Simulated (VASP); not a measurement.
# CrO2 (Pnnm) in VASP: further runs, part 2 of 2

VASP 6.6.1.

**3. Single point, PBE**

This run uses another cell than the first one, of 10.03 Å³/atom.

INCAR

```
SYSTEM = CrO2
PREC = Accurate ; ENCUT = 520
EDIFF = 1E-7 ; ISMEAR = 0
SIGMA = 0.1 ; LREAL = .False.
LASPH = .True. ; NELM = 60
ALGO = Normal ; ISIF = 2
LWAVE = .False. ; LCHARG = .True.
GGA = PE ; LELF = .True.
LVHAR = .True. ; NBANDS = 33
```

KPOINTS

```
Automatic mesh
0
Gamma
  8 8 12
  0 0 0
```

POSCAR

```
CrO2
1.0
    4.4480510066      0.0000000000      0.0000000000
    0.0000000000      4.5292350067      0.0000000000
    0.0000000000      0.0000000000      2.9859640000
Cr O
2 4
Direct
    0.5000000000      0.5000000000      0.5000000000
    0.0000000000      0.0000000000      0.0000000000
    0.7929690000      0.1898170000      0.5000000000
    0.2070310000      0.8101830000      0.5000000000
    0.7070310000      0.6898170000      0.0000000000
    0.2929690000      0.3101830000      0.0000000000
```

Potentials or basis: VASP PAW PBE potentials, release 64 (Cr_pv, O).

Started as:

```console
$ cat potpaw_PBE.64/Cr_pv/POTCAR potpaw_PBE.64/O/POTCAR > POTCAR
$ mpirun -np 1 vasp_std > vasp.out
```

OUTCAR:

```text
SYSTEM = CrO2
   PREC = Accurate
   ENCUT = 520
   EDIFF = 1E-7
   ISMEAR = 0
   LREAL = .False.
   LASPH = .True.
   NELM = 60
   ISIF = 2
   GGA = PE

 ion  position               nearest neighbor table
   1  0.500  0.500  0.500-   3 1.92   4 1.92   5 1.95   6 1.95   5 1.95   6 1.95
   2  0.000  0.000  0.000-   5 1.92   6 1.92   3 1.95   4 1.95   3 1.95   4 1.95
   3  0.793  0.190  0.500-   1 1.92   2 1.95   2 1.95
   4  0.207  0.810  0.500-   1 1.92   2 1.95   2 1.95
   5  0.707  0.690  0.000-   2 1.92   1 1.95   1 1.95
   6  0.293  0.310  0.000-   2 1.92   1 1.95   1 1.95

  LATTYP: Found a simple orthorhombic cell.
 ALAT       =     2.9859640000
 B/A-ratio  =     1.4896532599
 C/A-ratio  =     1.5168417994

  Lattice vectors:

 A1 = (   0.0000000000,   0.0000000000,   2.9859640000)
 A2 = (   4.4480510066,   0.0000000000,   0.0000000000)
 A3 = (   0.0000000000,   4.5292350067,   0.0000000000)

Analysis of symmetry for initial positions (statically):
=====================================================================
 Subroutine PRICEL returns:
 Original cell was already a primitive cell.

 Routine SETGRP: Setting up the symmetry group for a
 simple orthorhombic supercell.

 Subroutine GETGRP returns: Found  8 space group operations
 (whereof  4 operations were pure point group operations)
 out of a pool of  8 trial point group operations.

The static configuration has the point symmetry C_2h.
 The point group associated with its full space group is D_2h.

Analysis of symmetry for dynamics (positions and initial velocities):
=====================================================================
 Subroutine PRICEL returns:
 Original cell was already a primitive cell.

 Routine SETGRP: Setting up the symmetry group for a
 simple orthorhombic supercell.

 Subroutine GETGRP returns: Found  8 space group operations
 (whereof  4 operations were pure point group operations)
 out of a pool of  8 trial point group operations.

The dynamic configuration has the point symmetry C_2h.
 The point group associated with its full space group is D_2h.

 Subroutine INISYM returns: Found  8 space group operations
 (whereof  4 operations are pure point group operations),
 and found     1 'primitive' translations

----------------------------------------------------------------------------------------

                                     Primitive cell

  volume of cell :      60.1560

  direct lattice vectors                    reciprocal lattice vectors
     4.448051007  0.000000000  0.000000000     0.224817566  0.000000000  0.000000000
     0.000000000  4.529235007  0.000000000     0.000000000  0.220787837  0.000000000
     0.000000000  0.000000000  2.985964000     0.000000000  0.000000000  0.334900220

  length of vectors
     4.448051007  4.529235007  2.985964000     0.224817566  0.220787837  0.334900220

  position of ions in fractional coordinates (direct lattice)
     0.500000000  0.500000000  0.500000000
     0.000000000  0.000000000  0.000000000
     0.792969000  0.189817000  0.500000000
     0.207031000  0.810183000  0.500000000
     0.707031000  0.689817000  0.000000000
     0.292969000  0.310183000  0.000000000
[... 35 lines left out ...]

 Following reciprocal coordinates:
            Coordinates               Weight
  0.000000  0.000000  0.000000      1.000000
  0.125000  0.000000  0.000000      2.000000
  0.250000  0.000000  0.000000      2.000000
  0.375000  0.000000  0.000000      2.000000
  0.500000  0.000000  0.000000      1.000000
  0.000000  0.125000  0.000000      2.000000
[... 16 lines left out ...]
  0.250000  0.500000  0.000000      2.000000
  0.375000  0.500000  0.000000      2.000000
 [... further k-points ...]
   k-points           NKPTS =    175   k-points in BZ     NKDIM =    175   number of bands    NBANDS=     33
   number of dos      NEDOS =    301   number of ions     NIONS =      6
   total plane-waves  NPLWV =  31104
   dimension x,y,z NGX =    36 NGY =   36 NGZ =   24
   dimension x,y,z NGXF=    72 NGYF=   72 NGZF=   48
   ions per type =               2   4
   NGX,Y,Z   is equivalent  to a cutoff of  13.46, 13.21, 13.36 a.u.
   NGXF,Y,Z  is equivalent  to a cutoff of  26.91, 26.43, 26.72 a.u.
 SYSTEM =  CrO2
   PREC   = accura    normal or accurate (medium, high low for compatibility)
   ISTART =      0    job   : 0-new  1-cont  2-samecut
   ICHARG =      2    charge: 1-file 2-atom 10-const
   ISPIN  =      1    spin polarized calculation?
   LNONCOLLINEAR =      F non collinear calculations
   LSORBIT =      F    spin-orbit coupling
   LASPH  =      T    aspherical Exc in radial PAW
   ENCUT  =  520.0 eV  38.22 Ry    6.18 a.u.   8.27  8.42  5.55*2*pi/ulx,y,z
   NELM   =     60;   NELMIN=  2; NELMDL= -5     # of ELM steps
   EDIFF  = 0.1E-06   stopping-criterion for ELM
   LREAL  =      F    real-space projection
   EDIFFG = 0.1E-05   stopping-criterion for IOM
   NSW    =      0    number of steps for IOM
   IBRION =     -1    ionic relax: 0-MD 1-quasi-New 2-CG
   NFREE  =      0    steps in history (QN), initial steepest desc. (CG)
   ISIF   =      2    stress and relaxation
   ISYM   =      2    0-nonsym 1-usesym 2-fastsym
   POTIM  = 0.5000    time-step for ionic-motion
   TEBEG  =    0.0;   TEEND  =   0.0 temperature during run
   PSTRESS=    0.0 pullay stress
   NELECT =      48.0000    total number of electrons
   NUPDOWN=      -1.0000    fix difference up-down
   EMIN   =  10.00;   EMAX   =-10.00  energy-range for DOS
   EFERMI =   0.00;   METHOD = LEGACY
   ISMEAR =     0;   SIGMA  =   0.10  broadening in eV -4-tet -1-fermi 0-gaus
   EFERMI_NEDOS =   21; number of points for ismear=-14 and -15
   IALGO  =     38    algorithm
   IMIX   =      4    mixing-type and parameters
     AMIX     =   0.40;   BMIX     =  1.00
     AMIX_MAG =   1.60;   BMIX_MAG =  1.00
  volume/ion in A,a.u.               =      10.03        67.66
  Fermi-wavevector in a.u.,A,eV,Ry     =   1.518433  2.869422 31.370103  2.305638
  Thomas-Fermi vector in A             =   2.627554
   LORBIT       =      0    0 simple, 1 ext, 2 COOP (PROOUT), +10 PAW based schemes
   GGA     = PE    functional components
   LHFCALC =     F    Hartree Fock is set to
   AEXX    =    0.0000 exact exchange contribution
   IVDW    =     0    specifies the selected vdW correction
   LEPSILON=     F    determine dielectric tensor
   LRPA    =     F    only Hartree local field effects (RPA)
 non-spin polarized calculation
 Gauss-broadening in eV      SIGMA  =   0.10
  energy-cutoff  :      520.00
  volume of cell :       60.16
 maximum number of plane-waves:      1646
 NGX is ok and might be reduce to    36
   NGX = 17   NGY = 17   NGZ = 11

 number of electron      47.9999988 magnetization

 Free energy of the ion-electron system (eV)
  ---------------------------------------------------
  ext. energy  EPLUGINS =         0.00000000
  ---------------------------------------------------
  free energy    TOTEN  =       -48.85837491 eV

  energy without entropy =      -48.80258216  energy(sigma->0) =      -48.83047853

 E-fermi :   5.2478     XC(G=0): -11.6503

 val. band max:        5.2477904390   @ k =   0.0000   0.3750   0.3333
 cond. band min:       5.2509385586   @ k =   0.3750   0.3750   0.3333
 fundamental gap:      0.0031481196
 Fermi energy:         5.2478109999

 k-point     1 :       0.0000    0.0000    0.0000
  band No.  band energies     occupation
      1     -38.8808      2.00000
      2     -38.8688      2.00000
      3     -38.8570      2.00000
      4     -38.8526      2.00000
      5     -38.8061      2.00000
      6     -38.8001      2.00000
[... 853 lines left out ...]
     32       8.6517      0.00000
     33      11.1038      0.00000

 [... further k-points ...]

------------------------ aborting loop because EDIFF is reached ----------------------------------------

  FORCE on cell =-STRESS in cart. coord.  units (eV):
  Direction    XX          YY          ZZ          XY          YZ          ZX
  --------------------------------------------------------------------------------------
  -------------------------------------------------------------------------------------
  Total       -3.1427703     -3.3355394    -11.2925008     -0.0000000      0.0000000      0.0000000
  in kB      -83.7035827    -88.8377357   -300.7610079     -0.0000000      0.0000000      0.0000000
  external PRESSURE =    -157.7674421 kB  Pullay stress =       0.0000000 kB

 VOLUME and BASIS-vectors are now :
 -----------------------------------------------------------------------------
  energy-cutoff  :      520.00
  volume of cell :       60.16
      direct lattice vectors                 reciprocal lattice vectors
     4.448051007  0.000000000  0.000000000     0.224817566  0.000000000  0.000000000
     0.000000000  4.529235007  0.000000000     0.000000000  0.220787837  0.000000000
     0.000000000  0.000000000  2.985964000     0.000000000  0.000000000  0.334900220

 POSITION                                       TOTAL-FORCE (eV/Angst)
 -----------------------------------------------------------------------------------
      2.22403      2.26462      1.49298         0.000000      0.000000      0.000000
      0.00000      0.00000      0.00000         0.000000      0.000000      0.000000
      3.52717      0.85973      1.49298        -0.027233      0.151171     -0.000000
      0.92088      3.66951      1.49298         0.027233     -0.151171      0.000000
      3.14491      3.12434      0.00000         0.027233      0.151171      0.000000
      1.30314      1.40489      0.00000        -0.027233     -0.151171     -0.000000
 -----------------------------------------------------------------------------------
    total drift:                                0.000000      0.000000     -0.000000

  FREE ENERGIE OF THE ION-ELECTRON SYSTEM (eV)
  ---------------------------------------------------
  free  energy   TOTEN  =       -48.8583749083 eV

  energy  without entropy=      -48.8025821588  energy(sigma->0) =      -48.83047853
```

Wall time 2.3 min (1 thread of Intel Xeon 6975P-C (Granite Rapids), shared host); peak memory 0.37 GiB.

What came out:

```
Free energy            : -48.8584 eV
Pressure               : -15.8 GPa
Largest force          : 0.154 eV/Å
Band gap on the k mesh : zero (bands 24 and 25 overlap by 0.55 eV)
```

Forces in eV/Å, atoms in the order of the input:
```
Cr   0.000  0.000  0.000
Cr   0.000  0.000  0.000
O   -0.027  0.151  0.000
O    0.027 -0.151  0.000
O    0.027  0.151  0.000
O   -0.027 -0.151  0.000
```

Stress tensor (GPa, compression positive):
```
 -8.37   0.00   0.00
  0.00  -8.88   0.00
  0.00   0.00 -30.08
```

Caveat: the stress differs along the axes, from -30 to -8 GPa; the run has no spin polarisation, though such a crystal can be magnetic; semilocal functionals often make such compounds metallic where correlation or magnetic order opens a gap, which also shifts bond lengths. With open d or f shells a metallic result of PBE can be an artefact of self-interaction; +U or a hybrid may open a gap.

**4. Single point, PBE, collinear spin, ferromagnetic start**

This run uses another cell than the first one, of 10.03 Å³/atom.

INCAR

```
PREC = Accurate
ENCUT = 520
EDIFF = 1E-7
ISMEAR = 0
SIGMA = 0.1
LREAL = False
LASPH = True
NELM = 150
ALGO = Normal
ISIF = 2
LWAVE = False
LCHARG = False
ISPIN = 2
MAGMOM = 3 3 0 0 0 0
LORBIT = 11
LMAXMIX = 4
GGA = PE
NBANDS = 37
```

KPOINTS

```
regular mesh
0
Gamma
  4 4 6
```

POSCAR is that of step 3.

Started as:

```console
$ cat potpaw_PBE.64/Cr_pv/POTCAR potpaw_PBE.64/O/POTCAR > POTCAR
$ mpirun -np 1 vasp_std > vasp.out
```

Wall time 66 s (1 thread of Intel Xeon 6975P-C (Granite Rapids), shared host); peak memory 0.26 GiB.

The run converged. Its results:

```
Free energy                                           : -50.2651 eV
Pressure                                              : -9.3 GPa
Largest force                                         : 0.303 eV/Å
Band gap on the k mesh                                : zero (filled and empty bands overlap)
Net moment                                            : 4.00 μB per cell
Site moments                                          : Cr +2.15; O -0.10 μB
Valence electrons inside the program's atomic spheres : Cr 10.71; O 5.00
```

Forces in eV/Å, atoms in the order of the input:
```
Cr   0.000  0.000  0.000
Cr   0.000  0.000  0.000
O    0.261 -0.155  0.000
O   -0.261  0.155  0.000
O   -0.261 -0.155  0.000
O    0.261  0.155  0.000
```

Stress tensor (GPa, compression positive):
```
 -7.70   0.00   0.00
  0.00  -8.00   0.00
  0.00   0.00 -12.24
```

Levels at points of the mesh, in eV from the Fermi level:
Spin up:
```
           k point  band 24  band 25  band 26  band 27  band 28  band 29
(0.00, 0.00, 0.00)    -1.10    -1.05    -1.00    -0.49     0.93     1.15
(0.50, 0.00, 0.00)    -0.81    -0.31    -0.31     0.31     0.31     3.14
(0.00, 0.50, 0.00)    -0.81    -0.31    -0.31     0.30     0.30     3.09
(0.50, 0.50, 0.00)    -1.44    -1.10    -1.10     0.85     0.85     2.51
(0.00, 0.00, 0.50)    -0.75     0.03     0.03     0.69     0.69     2.33
(0.50, 0.00, 0.50)    -1.34    -0.74    -0.74     0.80     0.80     1.46
(0.00, 0.50, 0.50)    -1.37    -0.74    -0.74     0.92     0.92     1.44
(0.50, 0.50, 0.50)    -0.75    -0.13    -0.13     0.02     0.02     2.62
```
Spin down:
```csv
k point,band 18,band 19,band 20,band 21,band 22,band 23,band 24,band 25,band 26,band 27
"(0.00, 0.00, 0.00)",-3.24,-1.59,-1.26,-1.21,-0.84,0.99,1.10,1.27,1.31,1.33
"(0.50, 0.00, 0.00)",-3.96,-2.68,-2.68,-1.51,-1.51,1.67,1.67,1.86,1.86,2.02
"(0.00, 0.50, 0.00)",-3.94,-2.71,-2.71,-1.58,-1.58,1.65,1.65,1.87,1.87,2.02
"(0.50, 0.50, 0.00)",-2.90,-2.38,-2.38,-2.06,-2.06,1.08,1.08,1.31,1.31,2.29
"(0.00, 0.00, 0.50)",-3.65,-3.31,-3.31,-2.34,-2.34,1.69,1.69,2.11,2.11,2.46
"(0.50, 0.00, 0.50)",-3.49,-2.90,-2.90,-1.77,-1.77,0.85,0.85,2.15,2.15,2.38
"(0.00, 0.50, 0.50)",-3.52,-2.77,-2.77,-1.95,-1.95,0.79,0.79,2.15,2.15,2.55
"(0.50, 0.50, 0.50)",-3.61,-2.17,-2.17,-1.48,-1.48,1.38,1.38,2.01,2.01,2.18
```

Caveat: the cell stands under tension; semilocal functionals often make such compounds metallic where correlation or magnetic order opens a gap, which also shifts bond lengths; the run started ferromagnetic, and an antiferromagnetic order may lie lower in energy. With open d or f shells a metallic result of PBE can be an artefact of self-interaction; +U or a hybrid may open a gap.

**5. Overview**

```tsv
spin	cell	k mesh	gap on the mesh (eV)	pressure (GPa)	largest force (eV/Å)
off	a = 4.537, b = 4.538, c = 2.692 Å, 6 atoms, atomic positions A	8 × 8 × 12	none	0.7	0.02
off	a = 4.448, b = 4.529, c = 2.986 Å, 6 atoms, atomic positions B	8 × 8 × 12	none	-15.8	0.15
collinear, ferromagnetic start	a = 4.448, b = 4.529, c = 2.986 Å, 6 atoms, atomic positions B	4 × 4 × 6	none	-9.3	0.30
```

Alike in all rows: task single point; level PBE; potentials or basis VASP PAW PBE potentials, release 64 (Cr_pv, O); cutoff (eV) 520; smearing gaussian 0.1 eV.

Caveats: semilocal functionals often make such compounds metallic where correlation or magnetic order opens a gap, which also shifts bond lengths; the stress differs along the axes, from -30 to -8 GPa (at least some runs); the cell stands under tension (at least some runs); the run started ferromagnetic, and an antiferromagnetic order may lie lower in energy (at least some runs).

Absolute energies hang on the potentials; compare differences alone.

The gap in the log of VASP goes by the Fermi energy; the results here count the filled bands.